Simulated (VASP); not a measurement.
# Ru (P6_3/mmc) in VASP: notebook

Aim: see how the results for Ru move with the level of theory and the settings. Levels: PBE, PBEsol. Tasks: single point.

Everything below comes from runs of VASP 6.6.1. Logs are shortened: lines on timing, memory, paths and dates and some standing lists are left out, and cuts for length are marked.

### 1 The cell of the first run

Symmetry: P6_3/mmc, No. 194, hexagonal system. Conventional cell: a = 2.706 Å, b = 2.706 Å, c = 4.282 Å, α = 90.00°, β = 90.00°, γ = 120.00°. Ru (site symmetry -6m2) has 12 Ru at 2.65 to 2.71 Å within 3.5 Å.

### 2 Single point, PBE

The input, INCAR:

```
SYSTEM = Ru
PREC = Accurate
ENCUT = 520
EDIFF = 1E-7
ISMEAR = -1
SIGMA = 0.06
LREAL = .False.
LASPH = .True.
NELM = 80
ALGO = Normal
ISIF = 2
LWAVE = .False.
LCHARG = .False.
GGA = PE
NBANDS = 21
```

The input, KPOINTS:

```
regular mesh
0
Gamma
  4 4 2
  0 0 0
```

The input, POSCAR:

```
Ru
1.0
    2.7058000000      0.0000000000      0.0000000000
   -1.3529000000      2.3432915376      0.0000000000
    0.0000000000      0.0000000000      4.2819000000
Ru
2
Direct
    0.6666666667      0.3333333333      0.7500000000
    0.3333333333      0.6666666667      0.2500000000
```

Potentials or basis: VASP PAW PBE potentials, release 64 (Ru_pv).

Command:

```bash
$ cat potpaw_PBE.64/Ru_pv/POTCAR > POTCAR
$ mpirun -np 1 vasp_std > vasp.out
```

OUTCAR:

```text
SYSTEM = Ru
   PREC = Accurate
   ENCUT = 520
   EDIFF = 1E-7
   ISMEAR = -1
   LREAL = .False.
   LASPH = .True.
   NELM = 80
   ISIF = 2
   GGA = PE

 ion  position               nearest neighbor table
   1  0.667  0.333  0.750-   2 2.65   2 2.65   2 2.65   2 2.65   2 2.65   2 2.65
   2  0.333  0.667  0.250-   1 2.65   1 2.65   1 2.65   1 2.65   1 2.65   1 2.65

  LATTYP: Found a hexagonal cell.
 ALAT       =     2.7058000000
 C/A-ratio  =     1.5824894671

  Lattice vectors:

 A1 = (   2.7058000000,   0.0000000000,   0.0000000000)
 A2 = (  -1.3529000000,   2.3432915376,   0.0000000000)
 A3 = (   0.0000000000,   0.0000000000,   4.2819000000)

Analysis of symmetry for initial positions (statically):
=====================================================================
 Subroutine PRICEL returns:
 Original cell was already a primitive cell.

 Routine SETGRP: Setting up the symmetry group for a
 hexagonal supercell.

 Subroutine GETGRP returns: Found 24 space group operations
 (whereof 12 operations were pure point group operations)
 out of a pool of 24 trial point group operations.

The static configuration has the point symmetry D_3d.
 The point group associated with its full space group is D_6h.

Analysis of symmetry for dynamics (positions and initial velocities):
=====================================================================
 Subroutine PRICEL returns:
 Original cell was already a primitive cell.

 Routine SETGRP: Setting up the symmetry group for a
 hexagonal supercell.

 Subroutine GETGRP returns: Found 24 space group operations
 (whereof 12 operations were pure point group operations)
 out of a pool of 24 trial point group operations.

The dynamic configuration has the point symmetry D_3d.
 The point group associated with its full space group is D_6h.

 Subroutine INISYM returns: Found 24 space group operations
 (whereof 12 operations are pure point group operations),
 and found     1 'primitive' translations

----------------------------------------------------------------------------------------

                                     Primitive cell

  volume of cell :      27.1493

  direct lattice vectors                    reciprocal lattice vectors
     2.705800000  0.000000000  0.000000000     0.369576465  0.213375072  0.000000000
    -1.352900000  2.343291538  0.000000000     0.000000000  0.426750144  0.000000000
     0.000000000  0.000000000  4.281900000     0.000000000  0.000000000  0.233541185

  length of vectors
     2.705800000  2.705800000  4.281900000     0.426750144  0.426750144  0.233541185

  position of ions in fractional coordinates (direct lattice)
     0.666666667  0.333333333  0.750000000
     0.333333333  0.666666667  0.250000000

  ion indices of the primitive-cell ions
   primitive index   ion index
                 1           1
                 2           2

----------------------------------------------------------------------------------------

 KPOINTS: regular mesh

Automatic generation of k-mesh.
 Grid dimensions read from file:
 generate k-points for:    4    4    2

 Generating k-lattice:

  Cartesian coordinates                     Fractional coordinates (reciprocal lattice)
     0.092394116  0.053343768  0.000000000     0.250000000  0.000000000  0.000000000
     0.000000000  0.106687536  0.000000000     0.000000000  0.250000000  0.000000000
     0.000000000  0.000000000  0.116770592     0.000000000  0.000000000  0.500000000

  Length of vectors
     0.106687536  0.106687536  0.116770592

  Shift w.r.t. Gamma in fractional coordinates (k-lattice)
     0.000000000  0.000000000  0.000000000

 Subroutine IBZKPT returns following result:
 ===========================================

 Found      8 irreducible k-points:

 Following reciprocal coordinates:
            Coordinates               Weight
  0.000000  0.000000  0.000000      1.000000
  0.250000  0.000000  0.000000      6.000000
  0.500000  0.000000  0.000000      3.000000
  0.250000  0.250000  0.000000      6.000000
  0.000000  0.000000  0.500000      1.000000
  0.250000  0.000000  0.500000      6.000000
  0.500000  0.000000  0.500000      3.000000
  0.250000  0.250000  0.500000      6.000000
   k-points           NKPTS =      8   k-points in BZ     NKDIM =      8   number of bands    NBANDS=     21
   number of dos      NEDOS =    301   number of ions     NIONS =      2
   total plane-waves  NPLWV =  12800
   dimension x,y,z NGX =    20 NGY =   20 NGZ =   32
   dimension x,y,z NGXF=    40 NGYF=   40 NGZF=   64
   ions per type =               2
   NGX,Y,Z   is equivalent  to a cutoff of  12.29, 12.29, 12.42 a.u.
   NGXF,Y,Z  is equivalent  to a cutoff of  24.58, 24.58, 24.85 a.u.
 SYSTEM =  Ru
   PREC   = accura    normal or accurate (medium, high low for compatibility)
   ISTART =      0    job   : 0-new  1-cont  2-samecut
   ICHARG =      2    charge: 1-file 2-atom 10-const
   ISPIN  =      1    spin polarized calculation?
   LNONCOLLINEAR =      F non collinear calculations
   LSORBIT =      F    spin-orbit coupling
   LASPH  =      T    aspherical Exc in radial PAW
   ENCUT  =  520.0 eV  38.22 Ry    6.18 a.u.   5.03  5.03  7.96*2*pi/ulx,y,z
   NELM   =     80;   NELMIN=  2; NELMDL= -5     # of ELM steps
   EDIFF  = 0.1E-06   stopping-criterion for ELM
   LREAL  =      F    real-space projection
   EDIFFG = 0.1E-05   stopping-criterion for IOM
   NSW    =      0    number of steps for IOM
   IBRION =     -1    ionic relax: 0-MD 1-quasi-New 2-CG
   NFREE  =      0    steps in history (QN), initial steepest desc. (CG)
   ISIF   =      2    stress and relaxation
   ISYM   =      2    0-nonsym 1-usesym 2-fastsym
   POTIM  = 0.5000    time-step for ionic-motion
   TEBEG  =    0.0;   TEEND  =   0.0 temperature during run
   PSTRESS=    0.0 pullay stress
   NELECT =      28.0000    total number of electrons
   NUPDOWN=      -1.0000    fix difference up-down
   EMIN   =  10.00;   EMAX   =-10.00  energy-range for DOS
   EFERMI =   0.00;   METHOD = LEGACY
   ISMEAR =    -1;   SIGMA  =   0.06  broadening in eV -4-tet -1-fermi 0-gaus
   EFERMI_NEDOS =   21; number of points for ismear=-14 and -15
   IALGO  =     38    algorithm
   IMIX   =      4    mixing-type and parameters
     AMIX     =   0.40;   BMIX     =  1.00
     AMIX_MAG =   1.60;   BMIX_MAG =  1.00
  volume/ion in A,a.u.               =      13.57        91.61
  Fermi-wavevector in a.u.,A,eV,Ry     =   1.654022  3.125649 37.222674  2.735789
  Thomas-Fermi vector in A             =   2.742361
   LORBIT       =      0    0 simple, 1 ext, 2 COOP (PROOUT), +10 PAW based schemes
   GGA     = PE    functional components
   LHFCALC =     F    Hartree Fock is set to
   AEXX    =    0.0000 exact exchange contribution
   IVDW    =     0    specifies the selected vdW correction
   LEPSILON=     F    determine dielectric tensor
   LRPA    =     F    only Hartree local field effects (RPA)
 non-spin polarized calculation
  energy-cutoff  :      520.00
  volume of cell :       27.15
 maximum number of plane-waves:       752
 NGX is ok and might be reduce to    20
   NGX =  9   NGY =  9   NGZ = 15

 number of electron      28.0000009 magnetization

 Free energy of the ion-electron system (eV)
  ---------------------------------------------------
  ext. energy  EPLUGINS =         0.00000000
  ---------------------------------------------------
  free energy    TOTEN  =       -18.84471360 eV

  energy without entropy =      -18.82925909  energy(sigma->0) =      -18.83698635

 E-fermi :  12.9292     XC(G=0): -14.1071

 val. band max:       12.6039572892   @ k =   0.2500   0.0000   0.0000
 cond. band min:      12.9703589272   @ k =   0.2500   0.2500   0.0000
 fundamental gap:      0.3664016380
 Fermi energy:        12.9292301486

 k-point     1 :       0.0000    0.0000    0.0000
  band No.  band energies     occupation
      1     -30.8123      2.00000
      2     -29.7615      2.00000
      3     -29.7615      2.00000
      4     -29.6644      2.00000
      5     -29.5899      2.00000
      6     -29.5899      2.00000
[... 13 lines left out ...]
     20      23.3961      0.00000
     21      23.4335      0.00000

 k-point     2 :       0.2500    0.0000    0.0000
  band No.  band energies     occupation
      1     -30.6182      2.00000
      2     -30.1366      2.00000
      3     -29.9675      2.00000
      4     -29.8821      2.00000
      5     -29.7638      2.00000
      6     -29.6462      2.00000
[... 13 lines left out ...]
     20      23.3960      0.00000
     21      23.4094      0.00000

 k-point     3 :       0.5000    0.0000    0.0000
  band No.  band energies     occupation
      1     -30.5104      2.00000
      2     -30.3293      2.00000
      3     -30.3178      2.00000
      4     -29.9937      2.00000
      5     -29.9572      2.00000
      6     -29.7091      2.00000
[... 13 lines left out ...]
     20      23.3950      0.00000
     21      23.9879      0.00000

 k-point     4 :       0.2500    0.2500    0.0000
  band No.  band energies     occupation
      1     -30.3526      2.00000
      2     -30.3332      2.00000
      3     -30.2693      2.00000
      4     -30.0474      2.00000
      5     -29.9532      2.00000
      6     -29.8763      2.00000
[... 13 lines left out ...]
     20      23.3911      0.00000
     21      23.3977      0.00000

 k-point     5 :       0.0000    0.0000    0.5000
  band No.  band energies     occupation
      1     -30.2544      2.00000
      2     -30.2544      2.00000
      3     -29.6761      2.00000
      4     -29.6761      2.00000
      5     -29.6761      2.00000
      6     -29.6761      2.00000
[... 13 lines left out ...]
     20      23.3955      0.00000
     21      27.3732      0.00000

 k-point     6 :       0.2500    0.0000    0.5000
  band No.  band energies     occupation
      1     -30.3710      2.00000
      2     -30.3710      2.00000
      3     -29.8756      2.00000
      4     -29.8756      2.00000
      5     -29.7651      2.00000
      6     -29.7651      2.00000
[... 13 lines left out ...]
     20      23.3957      0.00000
     21      28.3055      0.00000

 k-point     7 :       0.5000    0.0000    0.5000
  band No.  band energies     occupation
      1     -30.6265      2.00000
      2     -30.6265      2.00000
      3     -29.9225      2.00000
      4     -29.9225      2.00000
      5     -29.8528      2.00000
      6     -29.8528      2.00000
[... 13 lines left out ...]
     20      23.3691      0.00000
     21      23.4696      0.00000

 k-point     8 :       0.2500    0.2500    0.5000
  band No.  band energies     occupation
      1     -30.5177      2.00000
      2     -30.5177      2.00000
      3     -30.0731      2.00000
      4     -30.0731      2.00000
      5     -29.8186      2.00000
      6     -29.8186      2.00000
[... 13 lines left out ...]
     20      23.3952      0.00000
     21      25.7564      0.00000

------------------------ aborting loop because EDIFF is reached ----------------------------------------

  FORCE on cell =-STRESS in cart. coord.  units (eV):
  Direction    XX          YY          ZZ          XY          YZ          ZX
  --------------------------------------------------------------------------------------
  -------------------------------------------------------------------------------------
  Total        0.5210505      0.5210505     -0.6299393      0.0000000      0.0000000      0.0000000
  in kB       30.7490586     30.7490586    -37.1749827      0.0000000      0.0000000      0.0000000
  external PRESSURE =       8.1077115 kB  Pullay stress =       0.0000000 kB

 VOLUME and BASIS-vectors are now :
 -----------------------------------------------------------------------------
  energy-cutoff  :      520.00
  volume of cell :       27.15
      direct lattice vectors                 reciprocal lattice vectors
     2.705800000  0.000000000  0.000000000     0.369576465  0.213375072  0.000000000
    -1.352900000  2.343291538  0.000000000     0.000000000  0.426750144  0.000000000
     0.000000000  0.000000000  4.281900000     0.000000000  0.000000000  0.233541185

 POSITION                                       TOTAL-FORCE (eV/Angst)
 -----------------------------------------------------------------------------------
      1.35290      0.78110      3.21143        -0.000000      0.000000      0.000000
     -0.00000      1.56219      1.07048         0.000000      0.000000      0.000000
 -----------------------------------------------------------------------------------
    total drift:                               -0.000000      0.000000     -0.000000

  FREE ENERGIE OF THE ION-ELECTRON SYSTEM (eV)
  ---------------------------------------------------
  free  energy   TOTEN  =       -18.8447136042 eV

  energy  without entropy=      -18.8292590903  energy(sigma->0) =      -18.83698635
```

Run time: 6.7 s. Hardware: 1 thread of Intel Xeon 8259CL, shared host; peak memory 0.13 GiB.

What came out:

* Free energy: -18.8447 eV
* Pressure: 0.8 GPa
* Band gap on the k mesh: zero (bands 14 and 15 overlap by 2.92 eV)

Stress tensor (GPa, compression positive):
```
 3.07  0.00  0.00
 0.00  3.07  0.00
 0.00  0.00 -3.72
```

Levels at points of the mesh, in eV from the Fermi level:
```tsv
k point	band 12	band 13	band 14	band 15	band 16	band 17
(0.00, 0.00, 0.00)	-1.90	-1.90	-1.47	-1.47	1.12	1.12
(0.50, 0.00, 0.00)	-1.87	-1.58	1.45	1.85	1.87	4.03
(0.00, 0.00, 0.50)	-2.77	-2.77	-2.77	0.49	0.49	0.49
(0.50, 0.00, 0.50)	-1.13	0.37	0.37	1.71	1.71	3.34
```

Caveat: the k points lie up to 0.73 Å⁻¹ apart, too coarse for converged energies and pressures of a metal.

### 3 Single point, PBEsol

This run uses another cell than the first one, of 13.32 Å³/atom.

The input, INCAR:

```
  ALGO = Normal
  EDIFF = 1E-6
  ENCUT = 520
  GGA = PS
  ISIF = 2
  ISMEAR = -1
  LASPH = True
  LCHARG = True
  LELF = True
  LREAL = False
  LVHAR = True
  LWAVE = False
  NBANDS = 21
  NELM = 80
  PREC = Accurate
  SIGMA = 0.05
```

The input, KPOINTS:

```
k-points
0
Gamma
  11 11 6
```

The input, POSCAR:

```
Ru
1.0
    2.6893532184      0.0000000000      0.0000000000
   -1.3446766092      2.3290482069      0.0000000000
    0.0000000000      0.0000000000      4.2539072156
Ru
2
Direct
    0.6666666667      0.3333333333      0.7500000000
    0.3333333333      0.6666666667      0.2500000000
```

Potentials or basis: VASP PAW PBE potentials, release 64 (Ru_pv).

Command:

```bash
$ cat potpaw_PBE.64/Ru_pv/POTCAR > POTCAR
$ mpirun -np 1 vasp_std > vasp.out
```

Run time: 29 s. Hardware: 1 thread of Intel Xeon 8259CL, shared host; peak memory 0.15 GiB.

The run converged. Its results:

- Free energy: -20.3382 eV
- Pressure: 0.0 GPa
- Band gap on the k mesh: zero (bands 14 and 15 overlap by 3.17 eV)

Stress tensor (GPa, compression positive):
```
-0.03  0.00  0.00
 0.00 -0.03  0.00
 0.00  0.00  0.05
```

Levels at points of the mesh, in eV from the Fermi level:
```tsv
k point	band 12	band 13	band 14	band 15	band 16	band 17
(0.00, 0.00, 0.00)	-1.90	-1.90	-1.36	-1.36	1.30	1.30
(0.00, 0.00, 0.50)	-2.78	-2.73	-2.73	0.64	0.64	0.64
```

Caveat: the PAW data sets were made with another functional, which shifts forces and pressure a little.
